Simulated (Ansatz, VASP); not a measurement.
CdTe: VASP beside Ansatz

```xyz
2
Lattice="0.0000 3.2050 3.3011 3.2050 0.0000 3.3011 3.2050 3.2050 0.0000" Properties=species:S:1:pos:R:3 pbc="T T T"
Cd    0.0000    0.0000    0.0000
Te    4.8075    4.8075    4.9517
```

Change from the starting cell: strain +0.0300 x Voigt [0, 0, 1, 0, 0, 0], atoms carried along.

Alike in both runs: task single point; functional r2SCAN; k mesh 8 × 8 × 8; occupations gaussian, width 0.05 eV; no spin polarisation.

|  | VASP | Ansatz |
| --- | --- | --- |
| version | VASP 6.6.1 | Ansatz 0.2.0 |
| potentials or method | VASP PAW PBE potentials, release 64 (Cd, Te), cutoff 520 eV | scalar-relativistic, plane waves, PAW |
| valence electrons in the cell | 18 | 36 |

VASP gave:

- gap on the k mesh at the Fermi level (eV): 1.25
- least direct gap on the mesh (eV): 1.25
- pressure (GPa): 1.8
- traceless stress, the component that is largest in VASP (GPa): -0.33

Problem. Which values does Ansatz return?

Solution. gap on the k mesh at the Fermi level (eV): 1.25; least direct gap on the mesh (eV): 1.25; pressure (GPa): 1.7; traceless stress, the component that is largest in VASP (GPa): -0.33.

VASP's potentials were made for PBE, not for r2SCAN. VASP's potentials hold 18 valence electrons a cell and Ansatz's 36, so a difference there can come from the potentials and not from the codes.

Neither program's run includes spin-orbit coupling.
